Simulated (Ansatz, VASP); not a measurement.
One calculation of TaN, two programs

File INCAR:

```
SYSTEM = TaN
  ALGO = Normal
  EDIFF = 1E-6
  ENCUT = 600
  GGA = PE
  GGA_COMPAT = .FALSE.
  ISIF = 2
  ISMEAR = -1
  LASPH = .TRUE.
  LCHARG = .TRUE.
  LELF = .TRUE.
  LREAL = .FALSE.
  LVHAR = .TRUE.
  LWAVE = .FALSE.
  NBANDS = 24
  NELM = 120
  PREC = Accurate
  SIGMA = 0.01
```

Contents of KPOINTS:

```
k-points
0
G
  9 9 5
  0 0 0
```

POSCAR

```
TaN
1.0
    3.0500010905     -0.0305000109     -0.0305000109
   -1.5514143296      2.6566284314     -0.0111637788
   -0.0494000000     -0.0494000000      4.9400000000
Ta N
2 2
Direct
    0.3333333333      0.6666666667      0.0000000000
    0.6666666667      0.3333333333      0.5000000000
    0.3333333333      0.6666666667      0.3850000000
    0.6666666667      0.3333333333      0.8850000000
```

Input for Ansatz:

```yaml
crystal:
  lattice:
    - [3.0500010905, -0.0305000109, -0.0305000109]
    - [-1.5514143296, 2.6566284314, -0.0111637788]
    - [-0.0494, -0.0494, 4.94]
  atoms:
    - { symbol: Ta, position: [0.3333333333, 0.6666666667, 0.0] }
    - { symbol: Ta, position: [0.6666666667, 0.3333333333, 0.5] }
    - { symbol: "N", position: [0.3333333333, 0.6666666667, 0.385] }
    - { symbol: "N", position: [0.6666666667, 0.3333333333, 0.885] }
kpoints:
  mp_grid: { grid: [9, 9, 5] }
  band_path:
    path:
      - [0.0, 0.0, 0.0]
      - [0.0, 0.0, 0.5]
      - [-0.5, 0.5, 0.0]
      - [0.0, 0.0, 0.0]
      - [0.0, -0.5, 0.0]
      - [-0.5, 0.0, 0.5]
      - [0.0, 0.0, 0.0]
      - [-0.5, 0.0, 0.0]
      - [0.0, -0.5, 0.5]
    npoints: 5
scf:
  occupations: { method: fermi_dirac, width: 0.01 }
hamiltonian:
  xc: pbe
  pseudopotentials: { kind: all_electron, lapw: { basis_error: 0.001 } }
output:
  forces: true
  stress: true
  eigenvalues: true
```

Change from the starting cell: equal xy, yz and zx shear strains of -2 %.

Alike in both runs: task single point; functional PBE; k mesh 9 × 9 × 5; occupations fermi-dirac, width 0.01 eV; no spin polarisation.

```csv
,VASP,Ansatz
version,VASP 6.6.1,Ansatz 0.2.0
potentials or method,"VASP PAW PBE potentials, release 64 (Ta_pv, N), cutoff 600 eV","all-electron LAPW, scalar-relativistic"
```

```csv
,VASP,Ansatz,Ansatz less VASP
pressure (GPa),140.6,135.3,-5.37
"traceless stress, the component that is largest in VASP (GPa)",-17.37,-16.71,+0.663
rms of the force components (eV/Å),1.467,1.430,-0.0372
```

Atom by atom the forces differ by 0.039 eV/Å (rms over components). Both programs put the cell under a high pressure, so it lies far from rest at this level. Ansatz ran all-electron here, and VASP with PAW potentials.

Spin-orbit coupling is off throughout. Noted on VASP's run: the cell as given lies far from equilibrium.
